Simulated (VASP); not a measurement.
# InSe in VASP: a series of runs

Runs on InSe. Level: PBE+D3(BJ). Tasks: single point.

Program: VASP 6.6.1. These are calculated values, not measurements. Logs are shortened: lines on timing, memory, paths and dates and some standing lists are left out, and cuts for length are marked.

## Step 1: The cell of the first run

The cell holds a slab with vacuum, 8 atoms: a = 4.027 Å, b = 4.027 Å, c = 28.271 Å, α = 90.00°, β = 90.00°, γ = 120.00°.

## Step 2: Single point, PBE+D3(BJ) (layers slid over each other)

INCAR reads:

```
SYSTEM = InSe
PREC = Accurate
ENCUT = 520
EDIFF = 1E-6
ISMEAR = 0
SIGMA = 0.05
LREAL = .FALSE.
LASPH = .TRUE.
NELM = 60
ALGO = Normal
ISIF = 2
LWAVE = .FALSE.
LCHARG = .TRUE.
LDIPOL = .TRUE.
IDIPOL = 3
DIPOL = 0.5 0.5 0.415
GGA = PE
IVDW = 12
LELF = .TRUE.
LVHAR = .TRUE.
LVACPOTAV = .TRUE.
NBANDS = 48
```

KPOINTS reads:

```
regular mesh
0
G
  9 9 1
  0 0 0
```

POSCAR reads:

```
InSe
1.0
    4.0266103962      0.0000000000      0.0000000000
   -2.0133051981      3.4871468942      0.0000000000
    0.0000000000      0.0000000000     28.2707105020
Se In
4 4
Direct
    0.0000000000      0.0000000000      0.1591753415
    0.0000000000      0.0000000000      0.3496677330
    0.4444444444      0.8888888889      0.4808989590
    0.4444444444      0.8888888889      0.6713913504
    0.6666666667      0.3333333333      0.2049979890
    0.6666666667      0.3333333333      0.3038451602
   -0.2222222222      0.5555555556      0.5267216065
   -0.2222222222      0.5555555556      0.6255687776
```

Potentials or basis: VASP PAW PBE potentials, release 64 (Se, In_d).

Run with:

```
$ cat potpaw_PBE.64/Se/POTCAR potpaw_PBE.64/In_d/POTCAR > POTCAR
$ mpirun -np 1 vasp_std > vasp.out
```

OUTCAR:

```text
SYSTEM = InSe
   PREC = Accurate
   ENCUT = 520
   EDIFF = 1E-6
   ISMEAR = 0
   LREAL = .FALSE.
   LASPH = .TRUE.
   NELM = 60
   ISIF = 2
   GGA = PE
   IVDW = 12
 IVDW          = 12

 ion  position               nearest neighbor table
   1  0.000  0.000  0.159-   5 2.66   5 2.66   5 2.66
   2  0.000  0.000  0.350-   6 2.66   6 2.66   6 2.66
   3  0.444  0.889  0.481-   7 2.66   7 2.66   7 2.66
   4  0.444  0.889  0.671-   8 2.66   8 2.66   8 2.66
   5  0.667  0.333  0.205-   1 2.66   1 2.66   1 2.66   6 2.79
   6  0.667  0.333  0.304-   2 2.66   2 2.66   2 2.66   5 2.79
   7  0.778  0.556  0.527-   3 2.66   3 2.66   3 2.66   8 2.79
   8  0.778  0.556  0.626-   4 2.66   4 2.66   4 2.66   7 2.79

  LATTYP: Found a hexagonal cell.
 ALAT       =     4.0266103962
 C/A-ratio  =     7.0209699276

  Lattice vectors:

 A1 = (   4.0266103962,   0.0000000000,   0.0000000000)
 A2 = (  -2.0133051981,   3.4871468942,   0.0000000000)
 A3 = (   0.0000000000,   0.0000000000,  28.2707105020)

Analysis of symmetry for initial positions (statically):
=====================================================================
 Subroutine PRICEL returns:
 Original cell was already a primitive cell.

 Routine SETGRP: Setting up the symmetry group for a
 hexagonal supercell.

 Subroutine GETGRP returns: Found  4 space group operations
 (whereof  2 operations were pure point group operations)
 out of a pool of 24 trial point group operations.

The static configuration has the point symmetry C_1h.
 The point group associated with its full space group is C_2h.

Analysis of symmetry for dynamics (positions and initial velocities):
=====================================================================
 Subroutine PRICEL returns:
 Original cell was already a primitive cell.

 Routine SETGRP: Setting up the symmetry group for a
 hexagonal supercell.

 Subroutine GETGRP returns: Found  4 space group operations
 (whereof  2 operations were pure point group operations)
 out of a pool of 24 trial point group operations.

The dynamic configuration has the point symmetry C_1h.
 The point group associated with its full space group is C_2h.

 Subroutine INISYM returns: Found  4 space group operations
 (whereof  2 operations are pure point group operations),
 and found     1 'primitive' translations

[... 111 lines left out ...]
   ISIF   =      2    stress and relaxation
   ISYM   =      2    0-nonsym 1-usesym 2-fastsym
   POTIM  = 0.5000    time-step for ionic-motion
   TEBEG  =    0.0;   TEEND  =   0.0 temperature during run
   PSTRESS=    0.0 pullay stress
   NELECT =      76.0000    total number of electrons
   NUPDOWN=      -1.0000    fix difference up-down
   EMIN   =  10.00;   EMAX   =-10.00  energy-range for DOS
   EFERMI =   0.00;   METHOD = LEGACY
   ISMEAR =     0;   SIGMA  =   0.05  broadening in eV -4-tet -1-fermi 0-gaus
   EFERMI_NEDOS =   21; number of points for ismear=-14 and -15
   IALGO  =     38    algorithm
   IMIX   =      4    mixing-type and parameters
     AMIX     =   0.40;   BMIX     =  1.00
     AMIX_MAG =   1.60;   BMIX_MAG =  1.00
  volume/ion in A,a.u.               =      49.62       334.85
  Fermi-wavevector in a.u.,A,eV,Ry     =   0.943548  1.783047 12.113024  0.890282
  Thomas-Fermi vector in A             =   2.071266
   LORBIT       =      0    0 simple, 1 ext, 2 COOP (PROOUT), +10 PAW based schemes
   GGA     = PE    functional components
   LHFCALC =     F    Hartree Fock is set to
   AEXX    =    0.0000 exact exchange contribution
   IVDW    =    12    specifies the selected vdW correction
   LEPSILON=     F    determine dielectric tensor
   LRPA    =     F    only Hartree local field effects (RPA)
 non-spin polarized calculation
 Gauss-broadening in eV      SIGMA  =   0.05
  energy-cutoff  :      520.00
  volume of cell :      396.96
 maximum number of plane-waves:     10749
 NGX is ok and might be reduce to    30
   NGX = 15   NGY = 15   NGZ =105

 number of electron      75.9999999 magnetization

 dipolmoment           0.000000      0.000000     -0.000032 electrons x Angstroem

 Free energy of the ion-electron system (eV)
  ---------------------------------------------------
  ext. energy  EPLUGINS =         0.00000000
  ---------------------------------------------------
  free energy    TOTEN  =       -28.40687817 eV

  energy without entropy =      -28.40687817  energy(sigma->0) =      -28.40687817

 E-fermi :  -0.0465     XC(G=0):  -5.7071

 val. band max:       -0.3074068066   @ k =   0.0000   0.1111   0.0000
 cond. band min:       0.9607671770   @ k =   0.0000   0.0000   0.0000
 fundamental gap:      1.2681739836
 Fermi energy:        -0.0465419400

 k-point     1 :       0.0000    0.0000    0.0000
  band No.  band energies     occupation
      1     -14.5172      2.00000
      2     -14.5171      2.00000
      3     -14.3339      2.00000
      4     -14.3338      2.00000
      5     -14.3338      2.00000
      6     -14.3336      2.00000
[... 1213 lines left out ...]
     47       5.2856      0.00000
     48       5.3326      0.00000

 [... further k-points ...]

------------------------ aborting loop because EDIFF is reached ----------------------------------------

 Edisp (eV)   -1.96889

 E8    (eV) :    -0.9233

  FORCE on cell =-STRESS in cart. coord.  units (eV):
  Direction    XX          YY          ZZ          XY          YZ          ZX
  --------------------------------------------------------------------------------------
  -------------------------------------------------------------------------------------
  Total      -0.04227    -0.09583    -0.50197     0.00000    -0.00778     0.00000
  in kB      -0.17062    -0.38677    -2.02602     0.00000    -0.03140     0.00000
  external pressure =       -0.86 kB  Pullay stress =        0.00 kB

 VOLUME and BASIS-vectors are now :
 -----------------------------------------------------------------------------
  energy-cutoff  :      520.00
  volume of cell :      396.96
      direct lattice vectors                 reciprocal lattice vectors
     4.026610396  0.000000000  0.000000000     0.248347841  0.143383693  0.000000000
    -2.013305198  3.487146894  0.000000000     0.000000000  0.286767386  0.000000000
     0.000000000  0.000000000 28.270710502     0.000000000  0.000000000  0.035372298

 POSITION                                       TOTAL-FORCE (eV/Angst)
 -----------------------------------------------------------------------------------
      0.00000      0.00000      4.50000        -0.000000      0.000272     -0.012465
      0.00000      0.00000      9.88536        -0.000000      0.005396      0.080692
     -0.00000      3.09969     13.59536         0.000000     -0.005396     -0.080692
     -0.00000      3.09969     18.98071         0.000000     -0.000272      0.012465
      2.01331      1.16238      5.79544         0.000000      0.000618      0.015116
      2.01331      1.16238      8.58992         0.000000     -0.003680      0.022067
      2.01331      1.93730     14.89079         0.000000      0.003680     -0.022067
      2.01331      1.93730     17.68527        -0.000000     -0.000618     -0.015116
 -----------------------------------------------------------------------------------
    total drift:                                0.000000     -0.000001     -0.003371

  FREE ENERGIE OF THE ION-ELECTRON SYSTEM (eV)
  ---------------------------------------------------
  free  energy   TOTEN  =       -30.3757664291 eV

  energy  without entropy=      -30.3757664291  energy(sigma->0) =      -30.37576643

 vacuum level on the upper side and lower side of the slab         5.488         5.488
```

stdout:

```text
POSCAR found type information on POSCAR SeIn
 POSCAR found :  2 types and       8 ions
 scaLAPACK will be used
 LDA part: xc-table for (Slater+PW92), standard interpolation
 POSCAR, INCAR and KPOINTS ok, starting setup
 FFT: planning ... GRIDC
 FFT: planning ... GRID_SOFT
 FFT: planning ... GRID
 WAVECAR not read
 entering main loop
 -----------------------------------------------------------------------------
|                                                                             |
|           W    W    AA    RRRRR   N    N  II  N    N   GGGG   !!!           |
|           W    W   A  A   R    R  NN   N  II  NN   N  G    G  !!!           |
|           W    W  A    A  R    R  N N  N  II  N N  N  G       !!!           |
|           W WW W  AAAAAA  RRRRR   N  N N  II  N  N N  G  GGG   !            |
|           WW  WW  A    A  R   R   N   NN  II  N   NN  G    G                |
|           W    W  A    A  R    R  N    N  II  N    N   GGGG   !!!           |
|                                                                             |
|     Did not find any points to average over, which means that no vacuum     |
|     field-free region was found. Please increase the size of  your cell     |
|     in the dimension of the dipole correction to obtain accurate            |
|     workfunction values.                                                    |
|                                                                             |
 -----------------------------------------------------------------------------
```

It took 14 min on 1 thread of Intel Xeon Platinum 8259CL at 2.50GHz (Skylake/Cascade Lake), shared host; peak memory 0.65 GiB.

What came out:

```yaml
Free_energy: -30.3758 eV
Largest_force: 0.081 eV/Å
Band_gap_on_the_k_mesh: 1.27 eV (least direct gap 1.31 eV)
Dispersion_energy_per_atom: -0.246 eV
```

Forces in eV/Å, atoms in the order of the input:
```
Se   0.000  0.000 -0.012
Se   0.000  0.005  0.081
Se   0.000 -0.005 -0.081
Se   0.000  0.000  0.012
In   0.000  0.001  0.015
In   0.000 -0.004  0.022
In   0.000  0.004 -0.022
In   0.000 -0.001 -0.015
```

Levels at points of the mesh, in eV from the valence-band top:
```
           k point  band 35  band 36  band 37  band 38  band 39  band 40  band 41  band 42
(0.00, 0.00, 0.00)    -0.57    -0.55    -0.51    -0.04     1.27     1.68     2.62     2.68
```

Caveat: the cell differs from its parent crystal (layers slid over each other); spin-orbit coupling is left out, which moves the levels of the heavy elements.

## Step 3: Single point, PBE+D3(BJ) (layers slid over each other)

INCAR reads:

```
SYSTEM = InSe
PREC = Accurate
ENCUT = 520
EDIFF = 1E-6
ISMEAR = 0
SIGMA = 0.05
LREAL = .False.
LASPH = .True.
NELM = 100
ALGO = Normal
ISIF = 2
LWAVE = .False.
LCHARG = .False.
LDIPOL = .True.
IDIPOL = 3
DIPOL = 0.5 0.5 0.415
GGA = PE
IVDW = 12
NBANDS = 48
```

KPOINTS reads:

```
Automatic mesh
0
Gamma
  9 9 1
  0 0 0
```

POSCAR reads:

```
InSe
1.0
    4.0266103962      0.0000000000      0.0000000000
   -2.0133051981      3.4871468942      0.0000000000
    0.0000000000      0.0000000000     28.2707105020
Se In
4 4
Direct
    0.0000000000      0.0000000000      0.1591753415
    0.0000000000      0.0000000000      0.3496677330
    0.4444444444      0.2222222222      0.4808989590
    0.4444444444      0.2222222222      0.6713913504
    0.6666666667      0.3333333333      0.2049979890
    0.6666666667      0.3333333333      0.3038451602
   -0.2222222222     -0.1111111111      0.5267216065
   -0.2222222222     -0.1111111111      0.6255687776
```

Potentials or basis: VASP PAW PBE potentials, release 64 (Se, In_d).

Run with:

```
$ cat potpaw_PBE.64/Se/POTCAR potpaw_PBE.64/In_d/POTCAR > POTCAR
$ mpirun -np 1 vasp_std > vasp.out
```

Run time: 26 min. Hardware: 1 thread of Intel Xeon 8259CL, shared host; peak memory 0.67 GiB.

Results (log left out):

```
Free energy                : -30.3727 eV
Largest force              : 0.074 eV/Å
Band gap on the k mesh     : 1.26 eV (least direct gap 1.30 eV)
Dispersion energy per atom : -0.246 eV
```

Forces on the atoms (eV/Å):
```
Se   0.000  0.000 -0.012
Se  -0.014 -0.008  0.072
Se   0.014  0.008 -0.072
Se   0.000  0.000  0.012
In  -0.001 -0.001  0.015
In   0.000  0.000  0.019
In   0.000  0.000 -0.019
In   0.001  0.001 -0.015
```

Levels at points of the mesh, in eV from the valence-band top:
```csv
k point,band 35,band 36,band 37,band 38,band 39,band 40,band 41,band 42
"(0.00, 0.00, 0.00)",-0.58,-0.57,-0.51,-0.04,1.26,1.68,2.62,2.67
```

Caveat: the cell differs from its parent crystal (layers slid over each other); spin-orbit coupling is left out, which moves the levels of the heavy elements.
